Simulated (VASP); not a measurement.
# Al32C (a cell with a defect) in VASP: notebook

Runs on Al32C (a cell with a defect). Level: PBE. Tasks: single point.

All numbers are computed with VASP 6.6.1; they aren't measurements. Logs are shortened: lines on timing, memory, paths and dates and some standing lists are left out, and cuts for length are marked.

**1. The cell of the first run**

The cell holds a defect, 33 atoms: a = 8.100 Å, b = 8.100 Å, c = 8.100 Å, α = 90.00°, β = 90.00°, γ = 90.00°.

**2. Single point, PBE**

INCAR reads:

```
SYSTEM = Al32C
  PREC = Accurate
  ENCUT = 520
  EDIFF = 1E-6
  ISMEAR = 0
  SIGMA = 0.1
  LREAL = Auto
  LASPH = .TRUE.
  NELM = 100
  ALGO = Normal
  ISIF = 2
  LWAVE = .FALSE.
  LCHARG = .FALSE.
  GGA = PE
  NBANDS = 72
```

KPOINTS reads:

```
regular mesh
0
G
  3 3 3
  0 0 0
```

POSCAR reads:

```
Al32C
1.0
    8.1000000000      0.0000000000      0.0000000000
    0.0000000000      8.1000000000      0.0000000000
    0.0000000000      0.0000000000      8.1000000000
Al C
32 1
Direct
    0.4867796204      0.0128103765     -0.0128210504
    0.7534051667      0.2525893099     -0.0034969793
    0.7627619818      0.0128407971      0.2631473778
    0.0025075012      0.0034925101     -0.0035031870
    0.2475742726      0.2520537768      0.0006240974
    0.4961439389      0.4970973703     -0.0034754660
    0.7627582843      0.7368444755     -0.0128477072
    0.2470134719      0.0034555170      0.2537602387
    0.4961292248      0.2525758189      0.2537827019
    0.7533833450      0.4970943100      0.2537685227
    0.4961428942      0.0034658636      0.5028920334
    0.7492825405      0.2520596918      0.5023480959
    0.7534042012      0.0034853257      0.7473999697
    0.0019829554      0.4976464349      0.0006266471
    0.2470138716      0.7462294321     -0.0034662695
    0.0019802388      0.2520524098      0.2496722905
    0.2475924804      0.4976658025      0.2496791544
    0.4868529653      0.7369403625      0.2630480796
    0.0019836788     -0.0006376830      0.5023446121
    0.2480429467      0.2515693099      0.5018680004
    0.5002289584      0.4976704751      0.5023198979
    0.7533845310      0.7462200643      0.5028947379
    0.2475737959     -0.0006347732      0.7479361594
    0.5002332591      0.2520448402      0.7479456968
    0.7492828870      0.4976425006      0.7479310170
    0.0024977085      0.7462000668      0.2537895648
    0.0014957188      0.4981194399      0.5018701611
    0.2475930775      0.7503100653      0.5023239558
    0.0015099084      0.2515861168      0.7484036868
    0.2480432060      0.4981218767      0.7484208945
    0.4961300758      0.7462077704      0.7474137918
    0.0019794025      0.7503165578      0.7479389715
    0.6248683906      0.8749059874      0.1250893025
```

Potentials or basis: VASP PAW PBE potentials, release 64 (Al, C).

The run is started by

```sh
$ cat potpaw_PBE.64/Al/POTCAR potpaw_PBE.64/C/POTCAR > POTCAR
$ mpirun -np 1 vasp_std > vasp.out
```

OUTCAR:

```text
SYSTEM = Al32C
   PREC = Accurate
   ENCUT = 520
   EDIFF = 1E-6
   ISMEAR = 0
   LREAL = Auto
   LASPH = .TRUE.
   NELM = 100
   ISIF = 2
   GGA = PE

 ion  position               nearest neighbor table
   1  0.487  0.013  0.987-  33 1.94  23 2.74   5 2.74  24 2.74  15 2.91   8 2.91  31 2.91   9 2.91
                            13 2.91   2 2.91  18 3.16   7 3.16   3 3.16
   2  0.753  0.253  0.997-  25 2.83  14 2.83  29 2.84   4 2.85  13 2.85  24 2.87  16 2.87   6 2.87
                            10 2.87   3 2.91   1 2.91   9 2.95
   3  0.763  0.013  0.263-  33 1.94  19 2.74  12 2.74  16 2.74  11 2.91  22 2.91   9 2.91  26 2.91
                             2 2.91   4 2.91  18 3.16   1 3.16   7 3.16
   4  0.003  0.003  0.996-  23 2.83   5 2.83  29 2.84   2 2.85  13 2.85  32 2.87  16 2.87   8 2.87
                            15 2.87   3 2.91   7 2.91  26 2.95
   5  0.248  0.252  0.001-   1 2.74  14 2.81   6 2.83   4 2.83  16 2.83  17 2.83  30 2.85  29 2.85
                             9 2.87   8 2.87  24 2.89  23 2.89
   6  0.496  0.497  0.997-   5 2.83  24 2.83  30 2.84  31 2.85  15 2.85  17 2.87  25 2.87   2 2.87
                             9 2.87  18 2.91   7 2.91  10 2.95
   7  0.763  0.737  0.987-  33 1.94  14 2.74  25 2.74  32 2.74   6 2.91  10 2.91  31 2.91  26 2.91
                            13 2.91   4 2.91  18 3.16   1 3.16   3 3.16
   8  0.247  0.003  0.254-  19 2.83  16 2.83  20 2.84   9 2.85  11 2.85  28 2.87   5 2.87   4 2.87
                            26 2.87  18 2.91   1 2.91  15 2.95
   9  0.496  0.253  0.254-  17 2.83  21 2.83  20 2.84  11 2.85   8 2.85   5 2.87  12 2.87  10 2.87
[... 32 lines left out ...]
                            31 2.87   6 2.87  32 2.89  14 2.89
  26  0.002  0.746  0.254-  17 2.83  28 2.83  27 2.84  22 2.85  10 2.85  14 2.87  19 2.87   8 2.87
                            15 2.87   7 2.91   3 2.91   4 2.95
  27  0.001  0.498  0.502-  29 2.82  20 2.82  30 2.82  26 2.84  22 2.84  10 2.84  16 2.85  32 2.85
                            12 2.85  25 2.85  17 2.85  28 2.85
  28  0.248  0.750  0.502-  18 2.74  32 2.81  31 2.83  26 2.83  19 2.83  23 2.83  30 2.85  27 2.85
                            11 2.87   8 2.87  21 2.89  17 2.89
  29  0.002  0.252  0.748-  27 2.82  20 2.82  30 2.82   4 2.84   2 2.84  13 2.84  19 2.85  12 2.85
                            14 2.85  25 2.85   5 2.85  23 2.85
  30  0.248  0.498  0.748-  29 2.82  27 2.82  20 2.82  31 2.84   6 2.84  15 2.84  32 2.85  14 2.85
                            24 2.85   5 2.85  28 2.85  21 2.85
  31  0.496  0.746  0.747-  28 2.83  21 2.83  30 2.84   6 2.85  15 2.85  23 2.87  25 2.87  22 2.87
                            11 2.87   1 2.91   7 2.91  13 2.95
  32  0.002  0.750  0.748-   7 2.74  28 2.81  15 2.83  22 2.83  19 2.83  23 2.83  30 2.85  27 2.85
                             4 2.87  13 2.87  14 2.89  25 2.89
  33  0.625  0.875  0.125-   3 1.94   7 1.94   1 1.94  18 1.94

  LATTYP: Found a simple cubic cell.
 ALAT       =     8.1000000000

  Lattice vectors:

 A1 = (   8.1000000000,   0.0000000000,   0.0000000000)
 A2 = (   0.0000000000,   8.1000000000,   0.0000000000)
 A3 = (   0.0000000000,   0.0000000000,   8.1000000000)

Analysis of symmetry for initial positions (statically):
=====================================================================
 Subroutine PRICEL returns:
 Original cell was already a primitive cell.

 Routine SETGRP: Setting up the symmetry group for a
 simple cubic supercell.

 Subroutine GETGRP returns: Found  1 space group operations
 (whereof  1 operations were pure point group operations)
 out of a pool of 48 trial point group operations.

The static configuration has the point symmetry C_1 .

Analysis of symmetry for dynamics (positions and initial velocities):
=====================================================================
 Subroutine PRICEL returns:
 Original cell was already a primitive cell.

 Routine SETGRP: Setting up the symmetry group for a
 simple cubic supercell.

 Subroutine GETGRP returns: Found  1 space group operations
 (whereof  1 operations were pure point group operations)
 out of a pool of 48 trial point group operations.

The dynamic configuration has the point symmetry C_1 .

 Subroutine INISYM returns: Found  1 space group operations
 (whereof  1 operations are pure point group operations),
 and found     1 'primitive' translations

----------------------------------------------------------------------------------------

                                     Primitive cell

  volume of cell :     531.4410

  direct lattice vectors                    reciprocal lattice vectors
     8.100000000  0.000000000  0.000000000     0.123456790  0.000000000  0.000000000
[... 90 lines left out ...]
     0.000000000  0.000000000  0.041152263     0.000000000  0.000000000  0.333333333

  Length of vectors
     0.041152263  0.041152263  0.041152263

  Shift w.r.t. Gamma in fractional coordinates (k-lattice)
     0.000000000  0.000000000  0.000000000

 Subroutine IBZKPT returns following result:
 ===========================================

 Found     14 irreducible k-points:

 Following reciprocal coordinates:
            Coordinates               Weight
  0.000000  0.000000  0.000000      1.000000
  0.333333  0.000000  0.000000      2.000000
  0.000000  0.333333  0.000000      2.000000
  0.000000  0.000000  0.333333      2.000000
  0.333333  0.333333  0.000000      2.000000
  0.000000  0.333333  0.333333      2.000000
  0.333333  0.000000  0.333333      2.000000
 -0.333333  0.333333  0.000000      2.000000
 -0.333333  0.000000  0.333333      2.000000
  0.000000 -0.333333  0.333333      2.000000
  0.333333  0.333333  0.333333      2.000000
 -0.333333  0.333333  0.333333      2.000000
 -0.333333 -0.333333  0.333333      2.000000
  0.333333 -0.333333  0.333333      2.000000
   k-points           NKPTS =     14   k-points in BZ     NKDIM =     14   number of bands    NBANDS=     72
   number of dos      NEDOS =    301   number of ions     NIONS =     33
   total plane-waves  NPLWV = 216000
   dimension x,y,z NGX =    60 NGY =   60 NGZ =   60
   dimension x,y,z NGXF=   120 NGYF=  120 NGZF=  120
   ions per type =              32   1
   NGX,Y,Z   is equivalent  to a cutoff of  12.31, 12.31, 12.31 a.u.
   NGXF,Y,Z  is equivalent  to a cutoff of  24.63, 24.63, 24.63 a.u.
 SYSTEM =  Al32C
   PREC   = accura    normal or accurate (medium, high low for compatibility)
   ISTART =      0    job   : 0-new  1-cont  2-samecut
   ICHARG =      2    charge: 1-file 2-atom 10-const
   ISPIN  =      1    spin polarized calculation?
   LNONCOLLINEAR =      F non collinear calculations
   LSORBIT =      F    spin-orbit coupling
   LASPH  =      T    aspherical Exc in radial PAW
   ENCUT  =  520.0 eV  38.22 Ry    6.18 a.u.  15.06 15.06 15.06*2*pi/ulx,y,z
   NELM   =    100;   NELMIN=  2; NELMDL= -5     # of ELM steps
   EDIFF  = 0.1E-05   stopping-criterion for ELM
   LREAL  =      T    real-space projection
   EDIFFG = 0.1E-04   stopping-criterion for IOM
   NSW    =      0    number of steps for IOM
   IBRION =     -1    ionic relax: 0-MD 1-quasi-New 2-CG
   NFREE  =      0    steps in history (QN), initial steepest desc. (CG)
   ISIF   =      2    stress and relaxation
   ISYM   =      2    0-nonsym 1-usesym 2-fastsym
   POTIM  = 0.5000    time-step for ionic-motion
   TEBEG  =    0.0;   TEEND  =   0.0 temperature during run
   PSTRESS=    0.0 pullay stress
   NELECT =     100.0000    total number of electrons
   NUPDOWN=      -1.0000    fix difference up-down
   EMIN   =  10.00;   EMAX   =-10.00  energy-range for DOS
   EFERMI =   0.00;   METHOD = LEGACY
   ISMEAR =     0;   SIGMA  =   0.10  broadening in eV -4-tet -1-fermi 0-gaus
   EFERMI_NEDOS =   21; number of points for ismear=-14 and -15
   IALGO  =     38    algorithm
   IMIX   =      4    mixing-type and parameters
     AMIX     =   0.40;   BMIX     =  1.00
     AMIX_MAG =   1.60;   BMIX_MAG =  1.00
  volume/ion in A,a.u.               =      16.10       108.68
  Fermi-wavevector in a.u.,A,eV,Ry     =   0.938116  1.772782 11.973962  0.880061
  Thomas-Fermi vector in A             =   2.065295
   LORBIT       =      0    0 simple, 1 ext, 2 COOP (PROOUT), +10 PAW based schemes
   GGA     = PE    functional components
   LHFCALC =     F    Hartree Fock is set to
   AEXX    =    0.0000 exact exchange contribution
   IVDW    =     0    specifies the selected vdW correction
   LEPSILON=     F    determine dielectric tensor
   LRPA    =     F    only Hartree local field effects (RPA)
 non-spin polarized calculation
 Gauss-broadening in eV      SIGMA  =   0.10
  energy-cutoff  :      520.00
  volume of cell :      531.44
 maximum number of plane-waves:     14358
   NGX = 31   NGY = 31   NGZ = 31

 number of electron     100.0000001 magnetization

 Free energy of the ion-electron system (eV)
  ---------------------------------------------------
  ext. energy  EPLUGINS =         0.00000000
  ---------------------------------------------------
  free energy    TOTEN  =      -127.70786384 eV

  energy without entropy =     -127.64048460  energy(sigma->0) =     -127.67417422

 E-fermi :   7.9281     XC(G=0): -10.2371

 val. band max:        7.8985611827   @ k =   0.0000   0.3333   0.0000
 cond. band min:       7.9560876648   @ k =   0.0000   0.3333   0.3333
 fundamental gap:      0.0575264821
 Fermi energy:         7.9280844311

 k-point     1 :       0.0000    0.0000    0.0000
  band No.  band energies     occupation
      1      -4.0802      2.00000
      2      -2.6839      2.00000
      3      -0.9477      2.00000
      4      -0.9477      2.00000
      5      -0.9476      2.00000
      6      -0.8872      2.00000
[... 899 lines left out ...]
     61       9.7627      0.00000
     62       9.8198      0.00000
 [bands above 62 left out]

------------------------ aborting loop because EDIFF is reached ----------------------------------------

  FORCE on cell =-STRESS in cart. coord.  units (eV):
  Direction    XX          YY          ZZ          XY          YZ          ZX
  --------------------------------------------------------------------------------------
  -------------------------------------------------------------------------------------
  Total        5.0353462      5.0312643      5.0314901     -0.0073545      0.0067102      0.0072005
  in kB       15.1804575     15.1681515     15.1688323     -0.0221721      0.0202298      0.0217079
  external PRESSURE =      15.1724804 kB  Pullay stress =       0.0000000 kB

 VOLUME and BASIS-vectors are now :
 -----------------------------------------------------------------------------
  energy-cutoff  :      520.00
  volume of cell :      531.44
      direct lattice vectors                 reciprocal lattice vectors
     8.100000000  0.000000000  0.000000000     0.123456790  0.000000000  0.000000000
     0.000000000  8.100000000  0.000000000     0.000000000  0.123456790  0.000000000
     0.000000000  0.000000000  8.100000000     0.000000000  0.000000000  0.123456790

 POSITION                                       TOTAL-FORCE (eV/Angst)
 -----------------------------------------------------------------------------------
      3.94291      0.10376      7.99615        -0.006687      0.008440     -0.008400
      6.10258      2.04597      8.07167        -0.002800     -0.003226      0.003323
      6.17837      0.10401      2.13149         0.007968      0.008597      0.007034
      0.02031      0.02829      8.07162        -0.003336     -0.002680      0.002727
      2.00535      2.04164      0.00506        -0.000762      0.000195      0.001850
      4.01877      4.02649      8.07185         0.002954      0.003294      0.003958
[... 25 lines left out ...]
      0.01603      6.07756      6.05831         0.000027      0.001901     -0.000365
      5.06143      7.08674      1.01322         0.006095      0.002709     -0.002867
 -----------------------------------------------------------------------------------
    total drift:                                0.007330     -0.001323      0.002891

  FREE ENERGIE OF THE ION-ELECTRON SYSTEM (eV)
  ---------------------------------------------------
  free  energy   TOTEN  =      -127.7078638414 eV

  energy  without entropy=     -127.6404846041  energy(sigma->0) =     -127.67417422
```

Run time: 14 min. Hardware: 1 thread of AMD EPYC 7R13 (Zen 3), shared host; peak memory 0.63 GiB.

Results:

* Free energy: -127.7079 eV
* Pressure: 1.5 GPa
* Largest force: 0.014 eV/Å
* Band gap on the k mesh: zero (band 50 reaches 8.06 eV, above the bottom of band 51 at 7.77 eV)

Forces in eV/Å, atoms in the order of the input:
```
Al  -0.007  0.008 -0.008
Al  -0.003 -0.003  0.003
Al   0.008  0.009  0.007
Al  -0.003 -0.003  0.003
Al  -0.001  0.000  0.002
Al   0.003  0.003  0.004
Al   0.008 -0.007 -0.009
Al   0.003 -0.004 -0.003
Al   0.003 -0.004 -0.004
Al  -0.004  0.004 -0.003
Al   0.003 -0.004 -0.003
Al  -0.002  0.000  0.000
Al  -0.003 -0.003  0.003
Al   0.000  0.000  0.002
Al   0.003  0.003  0.004
Al   0.000  0.000 -0.002
Al  -0.001 -0.001 -0.001
Al  -0.007 -0.008  0.008
Al   0.000 -0.002  0.000
Al  -0.005  0.004  0.005
Al   0.001 -0.001  0.001
Al  -0.004  0.003 -0.003
Al   0.000 -0.002 -0.001
Al   0.002  0.000  0.000
Al  -0.002  0.000  0.000
Al  -0.004  0.003 -0.003
Al   0.004 -0.005  0.005
Al  -0.001  0.002  0.001
Al   0.004  0.004 -0.004
Al  -0.005 -0.005 -0.004
Al   0.003  0.003  0.004
Al   0.000  0.002  0.000
C    0.006  0.003 -0.003
```

(Continued in part 2 of 2.)
